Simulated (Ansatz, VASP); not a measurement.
## Pt in VASP and in Ansatz

```
Pt
1.0
     2.29348    0.00000    0.00000
    -1.14674    1.98621    0.00000
     0.00000    0.00000    2.21765
Pt
1
Direct
  0.00000 0.00000 0.00000
```

Change from the starting cell: volume scaled by 0.6, PAW files.

Alike in both runs: task single point; functional PBE; k mesh 16 × 16 × 15; occupations fermi-dirac, width 0.08 eV; no spin polarisation.

|  | VASP | Ansatz |
| --- | --- | --- |
| version | VASP 6.6.1 | Ansatz 0.2.0 |
| potentials or method | VASP PAW PBE potentials, release 64 (Pt_sv_GW) | PAW with Ansatz's default frozen-core files, scalar-relativistic |
| plane-wave cutoff (eV) | 570 | 420 |
| valence electrons in the cell | 18 | 18 |

Ansatz gave:

* pressure (GPa): 414.1
* traceless stress, the component that is largest in VASP (GPa): 0.12

**Question.** Estimate VASP's values.

**Answer.** Pressure (GPa): 414.1; traceless stress, the component that is largest in VASP (GPa): 0.03.

Both programs put the cell under a high pressure, so it lies far from rest at this level.

Spin-orbit coupling is off throughout. Noted on VASP's run: the cell as given lies far from equilibrium.
